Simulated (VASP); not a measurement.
Write the native input for VASP 6.6.1 that does the following.

```yaml
Task: single point
Functional: PBE
Potentials_or_basis: VASP PAW PBE potentials, release 64 (Cd, S)
Cutoff: 520 eV
k_mesh: 8 × 8 × 8
Occupations: gaussian, width 0.05 eV
Spin: no spin polarisation
Dipole_correction: no
Further_INCAR_settings: ALGO = Normal; EDIFF = 1e-06; NBANDS = 16
```

The structure of CdS lies in POSCAR:

```
CdS
1.0
    0.0109125000      2.9100000000      2.9100000000
    2.9209125000      0.0000000000      2.9209125000
    2.9100000000      2.9100000000      0.0109125000
Cd S
1 1
Direct
    0.0000000000      0.0000000000      0.0000000000
    0.7500000000      0.7500000000      0.7500000000
```

This cell differs from its parent crystal: strain +0.0075 x Voigt [0, 0, 0, 0, 1, 0].

The input as run:

INCAR

```
SYSTEM = CdS
ALGO = Normal
EDIFF = 1E-6
ENCUT = 520
GGA = PE
ISIF = 2
ISMEAR = 0
LASPH = .TRUE.
LCHARG = .TRUE.
LELF = .TRUE.
LREAL = .FALSE.
LVHAR = .TRUE.
LWAVE = .FALSE.
NBANDS = 16
NELM = 80
PREC = Accurate
SIGMA = 0.05
```

KPOINTS

```
k-points
0
G
  8 8 8
  0 0 0
```

Potentials or basis: VASP PAW PBE potentials, release 64 (Cd, S).

Command:

```bash
$ cat potpaw_PBE.64/Cd/POTCAR potpaw_PBE.64/S/POTCAR > POTCAR
$ mpirun -np 1 vasp_std > vasp.out
```

Results of the run:

```yaml
Pressure: 3.7 GPa
Largest_force: 0.056 eV/Å
Band_gap_on_the_k_mesh: 1.15 eV, direct
```

Caveat: the cell differs from its parent crystal (strain +0.0075 x Voigt [0, 0, 0, 0, 1, 0]).

Run time: 58 s on 1 thread of Intel(R) Xeon(R) Platinum 8488C (Sapphire Rapids), with other jobs on the host, peak memory 0.22 GiB.
